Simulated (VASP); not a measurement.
## SiSe2: single point with PBE+D3(BJ)

Crystal: SiSe2.

```
Si Se
1.0
     0.00000    6.03000    0.00000
     0.00000    0.00000   -9.76000
    -8.64000   -3.01500    4.88000
Si Se
6 12
Direct
  0.33333 0.08333 0.66667
  0.66667 0.41667 0.33333
  0.00000 0.75000 0.00000
  0.33333 0.58333 0.66667
  0.66667 0.91667 0.33333
  0.00000 0.25000 0.00000
  0.18833 0.06733 0.13467
  0.52167 0.40067 0.80133
  0.85500 0.73400 0.46800
  0.81167 0.93267 0.86533
  0.14500 0.26600 0.53200
  0.47833 0.59933 0.19867
  0.38700 0.76600 0.53200
  0.72033 0.09933 0.19867
  0.05367 0.43267 0.86533
  0.61300 0.23400 0.46800
  0.94633 0.56733 0.13467
  0.27967 0.90067 0.80133
```

| Quantity | Value |
| --- | --- |
| Program | VASP 6.6.1 |
| Task | single point |
| Functional | PBE |
| Dispersion | D3(BJ) |
| Potentials or basis | VASP PAW PBE potentials, release 64 (Si, Se) |
| Cutoff | 500 eV |
| k mesh | 4 × 4 × 4, shifted |
| Occupations | gaussian, width 0.1 eV |
| Spin | no spin polarisation |
| Dipole correction | no |
| Further INCAR settings | ALGO = Normal; EDIFF = 1e-06; NBANDS = 63; ISYM = 0 |

```json
{
  "Pressure": "-4.9 GPa",
  "Largest force": "0.543 eV/Å",
  "Band gap on the k mesh": "zero (band 48 reaches 3.18 eV, above the bottom of band 49 at 2.78 eV)",
  "Dispersion energy per atom": "-0.303 eV"
}
```

Forces on the atoms (eV/Å):
```
Si   0.000  0.000  0.000
Si   0.000  0.000  0.000
Si   0.000  0.000  0.000
Si   0.000  0.000  0.000
Si   0.000  0.000  0.000
Si   0.000  0.000  0.000
Se   0.538 -0.068  0.000
Se   0.538 -0.068  0.000
Se   0.538 -0.068  0.000
Se  -0.538  0.068  0.000
Se  -0.538  0.068  0.000
Se  -0.538  0.068  0.000
Se  -0.538 -0.068  0.000
Se  -0.538 -0.068  0.000
Se  -0.538 -0.068  0.000
Se   0.538  0.068  0.000
Se   0.538  0.068  0.000
Se   0.538  0.068  0.000
```

Stress tensor (GPa, compression positive):
```
-4.48  0.00  0.00
 0.00 -5.18  0.00
 0.00  0.00 -5.14
```

Levels at points of the mesh, in eV from the Fermi level:
```csv
k point,band 45,band 46,band 47,band 48,band 49,band 50,band 51,band 52
"(0.12, 0.12, 0.12)",-0.17,-0.09,-0.06,0.17,0.23,0.65,0.84,0.85
```

It took 45 min on 1 thread of Intel(R) Xeon(R) Platinum 8488C (Sapphire Rapids) (shared host), peak memory 1.5 GiB.

Caveat: pairwise dispersion overbinds metals, which lowers pressure and volume.
